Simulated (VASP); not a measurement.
The system is Al.

```
Al
1.0
    -1.59122    1.59122    1.59122
     1.59122   -1.59122    1.59122
     1.59122    1.59122   -1.59122
Al
1
Direct
  0.00000 0.00000 0.00000
```

Base run:

| Item | Value |
| --- | --- |
| Program | VASP 6.6.1 |
| Functional | PBEsol |
| Potentials or basis | VASP PAW PBE potentials, release 64 (Al) |
| Cutoff | 520 eV |
| k mesh | 14 × 14 × 14 |
| Occupations | fermi-dirac, width 0.1 eV |
| Spin | no spin polarisation |

Its results: pressure 2.4 GPa.

The run is repeated on the same cell with these changes: functional from PBEsol to LDA; potentials or basis from VASP PAW PBE potentials, release 64 (Al) to VASP PAW LDA potentials, release 64 (Al). What comes out?

Pressure 0.7 GPa.

Caveats: the PAW data sets were made with another functional, which shifts forces and pressure a little (some runs).
